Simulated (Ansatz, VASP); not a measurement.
## One calculation of C, two programs

INCAR

```
ALGO = Normal ; EDIFF = 1E-6
ENCUT = 520 ; GGA = PE
ISIF = 2 ; ISMEAR = 0
IVDW = 12 ; LASPH = True
LCHARG = False ; LREAL = False
LWAVE = False ; NBANDS = 11
NELM = 80 ; PREC = Accurate
SIGMA = 0.05
```

KPOINTS

```
k-points
0
Gamma
  15 15 15
```

POSCAR

```
C
1.0
    1.2119157437      0.6996998808      3.3052526588
   -1.2119157437      0.6996998808      3.3052526588
    0.0000000000     -1.3993997617      3.3052526588
C
2
Direct
    0.1665955851      0.1665955851      0.1665955851
    0.8334044149      0.8334044149      0.8334044149
```

Input for Ansatz:

```yaml
crystal:
  lattice:
    - [1.2119157437, 0.6996998808, 3.3052526588]
    - [-1.2119157437, 0.6996998808, 3.3052526588]
    - [0.0, -1.3993997617, 3.3052526588]
  atoms:
    - { symbol: C, position: [0.1665955851, 0.1665955851, 0.1665955851] }
    - { symbol: C, position: [0.8334044149, 0.8334044149, 0.8334044149] }
basis:
  ecutwfc: 520.0
kpoints:
  mp_grid: { grid: [15, 15, 15] }
hamiltonian:
  xc: pbe
  dispersion: d3bj
scf:
  occupations: { method: gaussian, width: 0.05 }
output:
  forces: true
  stress: true
  eigenvalues: true
```

Change from the starting cell: mode 4 frozen in at +0.000 Å, equal normal strain along x, y and z -0.0167.

Alike in both runs: task single point; functional PBE; dispersion D3(BJ); k mesh 15 × 15 × 15; occupations gaussian, width 0.05 eV; no spin polarisation.

|  | VASP | Ansatz |
| --- | --- | --- |
| version | VASP 6.6.1 | Ansatz 0.2.0 |
| potentials or method | VASP PAW PBE potentials, release 64 (C), cutoff 520 eV | scalar-relativistic, plane waves, PAW |
| valence electrons in the cell | 8 | 8 |

|  | VASP | Ansatz | Ansatz less VASP |
| --- | --- | --- | --- |
| gap on the k mesh at the Fermi level (eV) | 0.70 | 0.70 | 0.000 |
| least direct gap on the mesh (eV) | 0.70 | 0.70 | 0.000 |
| pressure (GPa) | 16.9 | 16.5 | -0.45 |
| traceless stress, the component that is largest in VASP (GPa) | -16.46 | -15.89 | +0.570 |
